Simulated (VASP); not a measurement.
# C (P-1) in VASP: single point with LDA

Aim: the single point of C with LDA.

Everything below comes from runs of VASP 6.6.1. Logs are shortened: lines on timing, memory, paths and dates and some standing lists are left out, and cuts for length are marked.

### Step 1. The cell of the first run

The typed cell holds 2 atoms: a = 3.643 Å, b = 3.626 Å, c = 3.632 Å, α = 39.74°, β = 39.65°, γ = 39.45°.

### Step 2. Single point, LDA (atoms moved at random and the cell strained at random)

Input file INCAR:

```
SYSTEM = C
ALGO     = Normal         ! electronic algorithm
EDIFF    = 1E-6           ! SCF threshold, eV
ENCUT    = 520            ! plane-wave cutoff, eV
ISIF     = 2              ! what is computed and relaxed
ISMEAR   = 0              ! smearing method
LASPH    = .TRUE.         ! aspherical terms in the spheres
LCHARG   = .FALSE.        ! write CHGCAR
LREAL    = .FALSE.        ! projectors in reciprocal space
LWAVE    = .FALSE.        ! write WAVECAR
NBANDS   = 11             ! bands
NELM     = 100            ! most SCF steps
PREC     = Accurate       ! precision mode
SIGMA    = 0.05           ! smearing width, eV
```

Input file KPOINTS:

```
k-points
0
G
  12 12 12
  0 0 0
```

Input file POSCAR:

```
C
1.0
    1.2392333849      0.7181333340      3.3495223240
   -1.2137541311      0.7178744458      3.3401557167
    0.0125154231     -1.4223057087      3.3419136800
C
2
Direct
    0.2092167408      0.1294205790      0.1476591255
    0.7907832592      0.8705794210      0.8523408745
```

Potentials or basis: VASP PAW LDA potentials, release 64 (C).

Run with:

```
cat potpaw_LDA.64/C/POTCAR > POTCAR
mpirun -np 1 vasp_std > vasp.out
```

OUTCAR:

```text
SYSTEM = C
   EDIFF = 1E-6
   ENCUT = 520
   ISIF = 2
   ISMEAR = 0
   LASPH = .TRUE.
   LREAL = .FALSE.
   NELM = 100
   PREC = Accurate

 ion  position               nearest neighbor table
   1  0.209  0.129  0.148-   2 1.22   2 1.50   2 1.57
   2  0.791  0.871  0.852-   1 1.22   1 1.50   1 1.57

  Warning from LATTYP: Got some problem with cell dimensions!
  Tried to take original basis but could not verify dimensions!
  LATTYP: Found a triclinic cell.
 ALAT       =     2.4530054126
 B/A-ratio  =     1.7924205038
 C/A-ratio  =     1.0057286374
 COS(alpha) =     0.0005688936
 COS(beta)  =     0.4973389637
 COS(gamma) =     0.5636193995

  Lattice vectors:

 A1 = (  -2.4529875160,  -0.0002588882,  -0.0093666073)
 A2 = (  -2.4655029391,   1.4220468205,  -3.3512802873)
 A3 = (  -1.2267179618,  -2.1404390427,  -0.0076086440)

Analysis of symmetry for initial positions (statically):
=====================================================================
 Subroutine PRICEL returns:
 Original cell was already a primitive cell.

 Routine SETGRP: Setting up the symmetry group for a
 triclinic supercell.

 Subroutine GETGRP returns: Found  2 space group operations
 (whereof  2 operations were pure point group operations)
 out of a pool of  2 trial point group operations.

The static configuration has the point symmetry S_2 .

Analysis of symmetry for dynamics (positions and initial velocities):
=====================================================================
 Subroutine PRICEL returns:
 Original cell was already a primitive cell.

 Routine SETGRP: Setting up the symmetry group for a
 triclinic supercell.

 Subroutine GETGRP returns: Found  2 space group operations
 (whereof  2 operations were pure point group operations)
 out of a pool of  2 trial point group operations.

The dynamic configuration has the point symmetry S_2 .

 Subroutine INISYM returns: Found  2 space group operations
 (whereof  2 operations are pure point group operations),
 and found     1 'primitive' translations

----------------------------------------------------------------------------------------

                                     Primitive cell

  volume of cell :      17.5555
[... 86 lines left out ...]
   LASPH  =      T    aspherical Exc in radial PAW
   ENCUT  =  520.0 eV  38.22 Ry    6.18 a.u.   6.77  6.74  6.75*2*pi/ulx,y,z
   NELM   =    100;   NELMIN=  2; NELMDL= -5     # of ELM steps
   EDIFF  = 0.1E-05   stopping-criterion for ELM
   LREAL  =      F    real-space projection
   EDIFFG = 0.1E-04   stopping-criterion for IOM
   NSW    =      0    number of steps for IOM
   IBRION =     -1    ionic relax: 0-MD 1-quasi-New 2-CG
   NFREE  =      0    steps in history (QN), initial steepest desc. (CG)
   ISIF   =      2    stress and relaxation
   ISYM   =      2    0-nonsym 1-usesym 2-fastsym
   POTIM  = 0.5000    time-step for ionic-motion
   TEBEG  =    0.0;   TEEND  =   0.0 temperature during run
   PSTRESS=    0.0 pullay stress
   NELECT =       8.0000    total number of electrons
   NUPDOWN=      -1.0000    fix difference up-down
   EMIN   =  10.00;   EMAX   =-10.00  energy-range for DOS
   EFERMI =   0.00;   METHOD = LEGACY
   ISMEAR =     0;   SIGMA  =   0.05  broadening in eV -4-tet -1-fermi 0-gaus
   EFERMI_NEDOS =   21; number of points for ismear=-14 and -15
   IALGO  =     38    algorithm
   IMIX   =      4    mixing-type and parameters
     AMIX     =   0.40;   BMIX     =  1.00
     AMIX_MAG =   1.60;   BMIX_MAG =  1.00
  volume/ion in A,a.u.               =       8.78        59.24
  Fermi-wavevector in a.u.,A,eV,Ry     =   1.259796  2.380670 21.593628  1.587087
  Thomas-Fermi vector in A             =   2.393338
   LORBIT       =      0    0 simple, 1 ext, 2 COOP (PROOUT), +10 PAW based schemes
   GGA     = CA    functional components
   LHFCALC =     F    Hartree Fock is set to
   AEXX    =    0.0000 exact exchange contribution
   IVDW    =     0    specifies the selected vdW correction
   LEPSILON=     F    determine dielectric tensor
   LRPA    =     F    only Hartree local field effects (RPA)
 non-spin polarized calculation
 Gauss-broadening in eV      SIGMA  =   0.05
  energy-cutoff  :      520.00
  volume of cell :       17.56
 maximum number of plane-waves:       486
   NGX = 13   NGY = 13   NGZ = 13

 number of electron       8.0000000 magnetization

 Free energy of the ion-electron system (eV)
  ---------------------------------------------------
  ext. energy  EPLUGINS =         0.00000000
  ---------------------------------------------------
  free energy    TOTEN  =       -18.88579197 eV

  energy without entropy =      -18.88572417  energy(sigma->0) =      -18.88575807

 E-fermi :   4.3231     XC(G=0): -10.7566

 val. band max:        4.2734398696   @ k =  -0.1667   0.3333   0.3333
 cond. band min:       4.3280708520   @ k =  -0.1667   0.2500   0.3333
 fundamental gap:      0.0546309824
 Fermi energy:         4.3231379725

 k-point     1 :       0.0000    0.0000    0.0000
  band No.  band energies     occupation
      1     -14.9269      2.00000
      2      -2.0742      2.00000
      3      -1.0030      2.00000
      4       4.8643      0.00000
      5       8.3468      0.00000
      6       9.0574      0.00000
      7      15.2753      0.00000
      8      16.3891      0.00000
      9      19.1328      0.00000
     10      26.7458      0.00000
     11      28.6167      0.00000
[... 309 lines left out ...]
 k-point    24 :       0.3333    0.1667   -0.0000
  band No.  band energies     occupation
      1     -13.0151      2.00000
      2      -4.2830      2.00000
      3      -0.4130      2.00000
      4      -0.2490      2.00000
      5      10.4495      0.00000
      6      12.0729      0.00000
      7      13.2225      0.00000
      8      17.6926      0.00000
      9      20.1309      0.00000
     10      22.4290      0.00000
     11      28.9041      0.00000

 [... further k-points ...]
[... 5 lines left out ...]
  --------------------------------------------------------------------------------------
  -------------------------------------------------------------------------------------
  Total        4.5303268      1.2332117     -0.1627418      3.3383870      0.5580080      1.1419491
  in kB      413.4535106    112.5472255    -14.8523845    304.6728974     50.9257626    104.2182773
  external PRESSURE =     170.3827839 kB  Pullay stress =       0.0000000 kB

 VOLUME and BASIS-vectors are now :
 -----------------------------------------------------------------------------
  energy-cutoff  :      520.00
  volume of cell :       17.56
      direct lattice vectors                 reciprocal lattice vectors
     1.239233385  0.718133334  3.349522324     0.407267988  0.233434696  0.097823703
    -1.213754131  0.717874446  3.340155717    -0.408076131  0.233515885  0.100911709
     0.012515423 -1.422305709  3.341913680    -0.000333760 -0.467359213  0.100324704

 POSITION                                       TOTAL-FORCE (eV/Angst)
 -----------------------------------------------------------------------------------
      0.10403      0.03314      1.62653       -11.933503     -5.688761      0.991108
     -0.06604     -0.01943      8.40507        11.933503      5.688761     -0.991108
 -----------------------------------------------------------------------------------
    total drift:                                0.000000     -0.000000      0.000000

  FREE ENERGIE OF THE ION-ELECTRON SYSTEM (eV)
  ---------------------------------------------------
  free  energy   TOTEN  =       -18.8857919657 eV

  energy  without entropy=      -18.8857241722  energy(sigma->0) =      -18.88575807
```

OSZICAR:

```text
N       E                     dE             d eps       ncg     rms          rms(c)
DAV:   1     0.529898322218E+01    0.52990E+01   -0.45778E+03 19643   0.665E+02
DAV:   2    -0.200101152343E+02   -0.25309E+02   -0.24240E+02 24999   0.133E+02
DAV:   3    -0.206378431122E+02   -0.62773E+00   -0.62602E+00 23860   0.176E+01
DAV:   4    -0.206405071213E+02   -0.26640E-02   -0.26638E-02 21785   0.141E+00
DAV:   5    -0.206405200961E+02   -0.12975E-04   -0.12975E-04 24177   0.898E-02    0.739E+00
DAV:   6    -0.192633759920E+02    0.13771E+01   -0.13327E+00 21642   0.722E+00    0.402E+00
DAV:   7    -0.188864008356E+02    0.37698E+00   -0.11965E+00 22541   0.687E+00    0.124E+00
DAV:   8    -0.188865371882E+02   -0.13635E-03   -0.32675E-02 21222   0.130E+00    0.203E-01
DAV:   9    -0.188857889552E+02    0.74823E-03   -0.23653E-03 23021   0.330E-01    0.653E-02
DAV:  10    -0.188857918968E+02   -0.29416E-05   -0.92997E-05 21721   0.731E-02    0.139E-02
DAV:  11    -0.188857919657E+02   -0.68888E-07   -0.37069E-06 22859   0.149E-02
   1 F= -.18885792E+02 E0= -.18885758E+02  d E =-.677935E-04
```

stdout:

```text
POSCAR found type information on POSCAR C
 POSCAR found :  1 types and       2 ions
 scaLAPACK will be used
 LDA part: xc-table for (Slater(with rela. corr.)+CA(PZ))
 , standard interpolation
 POSCAR, INCAR and KPOINTS ok, starting setup
 FFT: planning ... GRIDC
 FFT: planning ... GRID_SOFT
 FFT: planning ... GRID
 WAVECAR not read
 entering main loop
```

Wall time 3.5 min (1 thread of Intel Xeon Platinum 8259CL at 2.50GHz (Skylake/Cascade Lake), shared host); peak memory 0.24 GiB.

Results:

- Free energy: -18.8858 eV
- Pressure: 17.0 GPa
- Largest force: 13.257 eV/Å
- Band gap on the k mesh: zero (bands 4 and 5 overlap by 1.13 eV)

Forces in eV/Å, atoms in the order of the input:
```
C   -11.934  -5.689   0.991
C    11.934   5.689  -0.991
```

Levels at points of the mesh, in eV from the Fermi level:
| k point | band 2 | band 3 | band 4 | band 5 | band 6 | band 7 |
| --- | --- | --- | --- | --- | --- | --- |
| (0.00, 0.00, 0.00) | -6.40 | -5.33 | 0.54 | 4.02 | 4.73 | 10.95 |
| (0.50, 0.00, 0.00) | -12.95 | -5.07 | -0.21 | 0.06 | 8.43 | 11.10 |
| (0.00, 0.50, 0.00) | -11.91 | -6.65 | -2.70 | 3.52 | 6.51 | 12.53 |
| (0.50, 0.50, 0.00) | -12.26 | -5.73 | -3.22 | 2.40 | 5.88 | 12.58 |
| (0.00, 0.00, 0.50) | -12.36 | -5.71 | -2.40 | 2.78 | 6.18 | 12.26 |
| (0.50, 0.00, 0.50) | -11.81 | -6.68 | -3.48 | 3.19 | 6.16 | 12.32 |
| (0.00, 0.50, 0.50) | -12.81 | -5.14 | -1.15 | -0.59 | 8.00 | 12.99 |
| (0.50, 0.50, 0.50) | -8.47 | -5.31 | 0.51 | 4.71 | 10.12 | 10.99 |

Caveat: the cell differs from its parent crystal (atoms moved at random and the cell strained at random); the stress differs along the axes, from -1 to 41 GPa; forces of over 1 eV/Å act on the atoms, so gaps and moduli don't describe the material at rest.

The gap in the log of VASP goes by the Fermi energy; the results here count the filled bands.